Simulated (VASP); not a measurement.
Input of a VASP 6.6.1 run:

INCAR

```
PREC     = Accurate       # precision mode
ENCUT    = 520            # plane-wave cutoff, eV
EDIFF    = 1E-7           # SCF threshold, eV
ISMEAR   = 0              # smearing method
SIGMA    = 0.2            # smearing width, eV
LREAL    = F              # projectors in reciprocal space
LASPH    = T              # aspherical terms in the spheres
NELM     = 100            # most SCF steps
ALGO     = Normal         # electronic algorithm
ISIF     = 2              # what is computed and relaxed
LWAVE    = F              # write WAVECAR
LCHARG   = F              # write CHGCAR
GGA      = PE             # functional
NBANDS   = 29             # bands
```

Contents of KPOINTS:

```
regular mesh
0
Gamma
  5 5 1
```

POSCAR

```
Mg3S2
1.0
    3.6787349039      0.0000000000      0.0000000000
   -1.8393674520      3.1858778806      0.0000000000
    0.0000000000      0.0000000000     17.7589479049
Mg S
6 4
Direct
    0.3333333333      0.6666666667      0.8297855227
    0.6666666667      0.3333333333      0.3297855227
    0.6666666667      0.3333333333      0.1702144773
    0.3333333333      0.6666666667      0.6702144773
    0.0000000000      0.0000000000      0.0000000000
    0.0000000000      0.0000000000      0.5000000000
    0.6666666667      0.3333333333      0.9140381601
    0.3333333333      0.6666666667      0.4140381601
    0.6666666667      0.3333333333      0.5859618399
    0.3333333333      0.6666666667      0.0859618399
```

Potentials or basis: VASP PAW PBE potentials, release 64 (Mg, S).

The run is started by

```sh
$ cat potpaw_PBE.64/Mg/POTCAR potpaw_PBE.64/S/POTCAR > POTCAR
$ mpirun -np 1 vasp_std > vasp.out
```

(1) Estimate the band gap on the k mesh.

(2) Estimate the largest force.

(3) What does it give for the pressure?

Results:

(1) 1.01 eV (least direct gap 1.09 eV).

(2) 0.039 eV/Å.

(3) 0.2 GPa.

Caveat: an odd mesh through Γ misses points on the zone boundary, where band edges can lie.
